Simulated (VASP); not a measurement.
Wanted: the native input for a VASP 6.6.1 run.

- Task: single point
- Functional: PBE
- Potentials or basis: VASP PAW PBE potentials, release 64 (Ba_sv, Zr_sv, O)
- Cutoff: 600 eV
- k mesh: 8 × 8 × 8
- Occupations: gaussian, width 0.05 eV
- Spin: no spin polarisation
- Dipole correction: no
- Further INCAR settings: ALGO = Normal; EDIFF = 1e-06; NBANDS = 28

The structure of BaZrO3 lies in POSCAR:

```
BaZrO3
1.0
    4.1815040793      0.0000000000      0.0000000000
    0.0000000000      4.1815040793      0.0000000000
    0.0000000000      0.0000000000      4.1815040793
Ba Zr O
1 1 3
Direct
    0.0000000000      0.0000000000      0.0000000000
    0.5000000000      0.5000000000      0.5000000000
    0.0000000000      0.5000000000      0.5000000000
    0.5000000000      0.5000000000      0.0000000000
    0.5000000000      0.0000000000      0.5000000000
```

These files were run (other wordings do the same):

INCAR

```
SYSTEM = BaZrO3
PREC = Accurate ; ENCUT = 600
EDIFF = 1E-6 ; ISMEAR = 0
SIGMA = 0.05 ; LREAL = .FALSE.
LASPH = .TRUE. ; NELM = 120
ALGO = Normal ; ISIF = 2
LWAVE = .FALSE. ; LCHARG = .TRUE.
GGA = PE ; LELF = .TRUE.
LVHAR = .TRUE. ; NBANDS = 28
GGA_COMPAT = .FALSE.
```

KPOINTS

```
Automatic mesh
0
G
  8 8 8
  0 0 0
```

Potentials or basis: VASP PAW PBE potentials, release 64 (Ba_sv, Zr_sv, O).

Launch:

```sh
$ cat potpaw_PBE.64/Ba_sv/POTCAR potpaw_PBE.64/Zr_sv/POTCAR potpaw_PBE.64/O/POTCAR > POTCAR
$ mpirun -np 1 vasp_std > vasp.out
```

It gave:

```json
{
  "Pressure": "6.2 GPa",
  "Band gap on the k mesh": "3.21 eV (least direct gap 3.42 eV)"
}
```

Caveat: the cell stands under pressure; spin-orbit coupling is left out, which moves the levels of the heavy elements.

It took 120 s on 1 thread of Intel Xeon 8259CL, with other jobs on the host, peak memory 0.26 GiB.
